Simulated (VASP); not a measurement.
Wanted: the native input for a VASP 6.6.1 run.

```
Task                   : single point
Functional             : PBE
Dispersion             : D3(BJ)
Potentials or basis    : VASP PAW PBE potentials, release 64 (P)
Cutoff                 : 520 eV
k mesh                 : 18 × 18 × 18
Occupations            : gaussian, width 0.1 eV
Spin                   : no spin polarisation
Dipole correction      : no
Further INCAR settings : ALGO = Normal; EDIFF = 1e-06; NBANDS = 8
```

The structure of P lies in POSCAR:

```
P
1.0
    2.3829428420      0.0000000000      0.0000000000
    0.0000000000      2.3829428420      0.0000000000
    0.0000000000      0.0000000000      2.3830500912
P
1
Direct
    0.0000000000      0.0000000000      0.0000000000
```

This cell differs from its parent crystal: volume scaled by 0.97, then relaxed in part.

The input as run:

INCAR

```
ALGO = Normal
EDIFF = 1E-6
ENCUT = 520
GGA = PE
ISIF = 2
ISMEAR = 0
IVDW = 12
LASPH = T
LCHARG = F
LREAL = F
LWAVE = F
NBANDS = 8
NELM = 80
PREC = Accurate
SIGMA = 0.1
```

KPOINTS

```
k-points
0
Gamma
  18 18 18
```

Potentials or basis: VASP PAW PBE potentials, release 64 (P).

Launch:

```bash
$ cat potpaw_PBE.64/P/POTCAR > POTCAR
$ mpirun -np 1 vasp_std > vasp.out
```

It gave:

- Pressure: 3.7 GPa
- Dispersion energy per atom: -0.522 eV

Caveat: pairwise dispersion overbinds metals, which lowers pressure and volume.

Run time: 31 s on 1 thread of Intel(R) Xeon(R) Platinum 8375C CPU @ 2.90GHz (Ice Lake) (shared host), peak memory 0.16 GiB.
